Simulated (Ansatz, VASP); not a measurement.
**Pb in VASP and in Ansatz**

The input INCAR:

```
PREC = Accurate
ENCUT = 520
EDIFF = 1E-6
ISMEAR = -1
SIGMA = 0.05
LREAL = F
LASPH = T
NELM = 100
ALGO = Fast
ISIF = 2
LWAVE = F
LCHARG = F
GGA = RP
IVDW = 13
NBANDS = 13
```

The input KPOINTS:

```
regular mesh
0
Gamma
  9 9 9
```

The input POSCAR:

```
Pb
1.0
    0.0000000000      2.4750200000      2.4750200000
    2.4750200000      0.0000000000      2.4750200000
    2.4750200000      2.4750200000      0.0000000000
Pb
1
Direct
    0.0000000000      0.0000000000      0.0000000000
```

Contents of input.yaml:

```yaml
crystal:
  lattice:
    - [0.0, 2.47502, 2.47502]
    - [2.47502, 0.0, 2.47502]
    - [2.47502, 2.47502, 0.0]
  atoms:
    - { symbol: Pb, position: [0.0, 0.0, 0.0] }
hamiltonian:
  xc: rpbe
  pseudopotentials: { kind: paw }
  dispersion: d4
kpoints:
  mp_grid: { grid: [9, 9, 9] }
scf:
  occupations: { method: fermi_dirac, width: 0.05 }
output:
  forces: true
  stress: true
  eigenvalues: true
```

Alike in both runs: task single point; functional RPBE; dispersion D4; k mesh 9 × 9 × 9; occupations fermi-dirac, width 0.05 eV; no spin polarisation.

|  | VASP | Ansatz |
| --- | --- | --- |
| version | VASP 6.6.1 | Ansatz 0.2.0 |
| potentials or method | VASP PAW PBE potentials, release 64 (Pb_d) | Ansatz PAW |
| plane-wave cutoff (eV) | 520 | 420 |
| valence electrons in the cell | 14 | 14 |

|  | VASP | Ansatz | Ansatz less VASP |
| --- | --- | --- | --- |
| gap on the k mesh at the Fermi level (eV) | none | none | - |
| pressure (GPa) | 0.3 | 0.3 | +0.01 |

VASP's potentials were made for PBE, not for RPBE. A gap of «none» marks a metal or a gap that the smearing closes.

Neither program's run includes spin-orbit coupling.
